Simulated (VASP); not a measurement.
# Si2B2C: single point with PBE

Si2B2C:

```
Si B C
1.0
     3.65311    0.00000    0.00000
    -1.82655    3.16369    0.00000
     0.00000    0.00000    5.84838
Si B C
2 2 1
Direct
  0.33333 0.66667 0.23482
  0.33333 0.66667 0.76518
  0.00000 0.00000 0.50000
  0.33333 0.66667 0.50000
  0.66667 0.33333 0.50000
```

The cell was built from a structure type or drawn by symmetry, and may not be a known phase.

| Item | Value |
| --- | --- |
| Program | VASP 6.6.1 |
| Task | single point |
| Functional | PBE |
| Potentials or basis | VASP PAW PBE potentials, release 64 (Si, B, C) |
| Cutoff | 520 eV |
| k mesh | 6 × 6 × 4 |
| Occupations | gaussian, width 0.1 eV |
| Spin | no spin polarisation |

| Property | Result |
| --- | --- |
| Pressure | 25.3 GPa |
| Largest force | 14.587 eV/Å |
| Band gap on the k mesh | zero (bands 9 and 10 overlap by 1.27 eV) |

Forces on the atoms (eV/Å):
```
Si    0.000   0.000 -14.587
Si    0.000   0.000  14.587
B     0.000   0.000   0.000
B     0.000   0.000   0.000
C     0.000   0.000   0.000
```

Stress tensor (GPa, compression positive):
```
-14.21   0.00   0.00
  0.00 -14.21   0.00
  0.00   0.00 104.34
```

Levels at points of the mesh, in eV from the Fermi level:
```csv
k point,band 5,band 6,band 7,band 8,band 9,band 10,band 11,band 12,band 13,band 14
"(0.00, 0.00, 0.00)",-4.36,-4.06,-3.08,-3.08,-0.45,-0.20,0.97,3.32,3.32,3.45
"(0.50, 0.00, 0.00)",-5.77,-4.59,-4.37,-1.05,0.12,1.83,1.87,2.65,3.31,4.42
"(0.00, 0.00, 0.50)",-4.34,-4.34,-3.07,-3.07,-1.97,-0.17,-0.06,2.34,2.34,3.12
"(0.50, 0.00, 0.50)",-5.25,-4.89,-3.33,-0.74,0.04,0.85,1.71,1.98,3.76,3.96
```

Run time: 44 s on 1 thread of AMD EPYC 7R43 64-Core Processor (Zen 3), on a shared host, peak memory 0.15 GiB.

Caveat: the cell stands under pressure; forces of over 1 eV/Å act on the atoms, so gaps and moduli don't describe the material at rest.
